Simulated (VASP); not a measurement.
Input of a VASP 6.6.1 run:

File INCAR:

```
  PREC = Accurate
  ENCUT = 520
  EDIFF = 1E-6
  ISMEAR = -1
  SIGMA = 0.05
  LREAL = F
  LASPH = T
  NELM = 100
  ALGO = Normal
  ISIF = 2
  LWAVE = F
  LCHARG = F
  GGA = CA
  NBANDS = 11
```

Contents of KPOINTS:

```
Automatic mesh
0
Gamma
  12 12 12
```

File POSCAR:

```
Pd
1.0
   -1.5617284606      1.5617284606      1.5617284606
    1.5617284606     -1.5617284606      1.5617284606
    1.5617284606      1.5617284606     -1.5617284606
Pd
1
Direct
    0.0000000000      0.0000000000      0.0000000000
```

Potentials or basis: VASP PAW LDA potentials, release 64 (Pd).

Launch:

```sh
$ cat potpaw_LDA.64/Pd/POTCAR > POTCAR
$ mpirun -np 1 vasp_std > vasp.out
```

Task: What does it give for the pressure?

Result: -12.2 GPa.

Task: Estimate the band gap on the k mesh.

Result: Zero (band 5 reaches 9.62 eV, above the bottom of band 6 at 8.03 eV).
